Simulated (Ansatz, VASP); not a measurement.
## As in VASP and in Ansatz

```
CELL_PARAMETERS angstrom
2.55855 -5.45686 0.00000
2.55855 5.45686 0.00000
0.00000 0.00000 3.63653
ATOMIC_POSITIONS crystal
As 0.10192 0.32163 0.50000
As 0.89808 0.67837 0.50000
As 0.32163 0.10192 0.50000
As 0.67837 0.89808 0.50000
As 0.00000 0.50000 0.00000
As 0.50000 0.00000 0.00000
```

Alike in both runs: task single point; functional PBE; k mesh 4 × 4 × 6; occupations gaussian, width 0.1 eV; no spin polarisation.

```csv
,VASP,Ansatz
version,VASP 6.6.1,Ansatz 0.2.0
potentials or method,"VASP PAW PBE potentials, release 64 (As), cutoff 520 eV","scalar-relativistic, plane waves, PAW"
valence electrons in the cell,30,90
```

|  | VASP | Ansatz | Ansatz less VASP |
| --- | --- | --- | --- |
| gap on the k mesh at the Fermi level (eV) | none | none | - |
| rms of the force components (eV/Å) | 2.066 | 1.985 | -0.0805 |

Atom by atom the forces differ by 0.082 eV/Å (rms over components). A gap of «none» marks a metal or a gap that the smearing closes. VASP's potentials hold 30 valence electrons a cell and Ansatz's 90, so a difference there can come from the potentials and not from the codes.
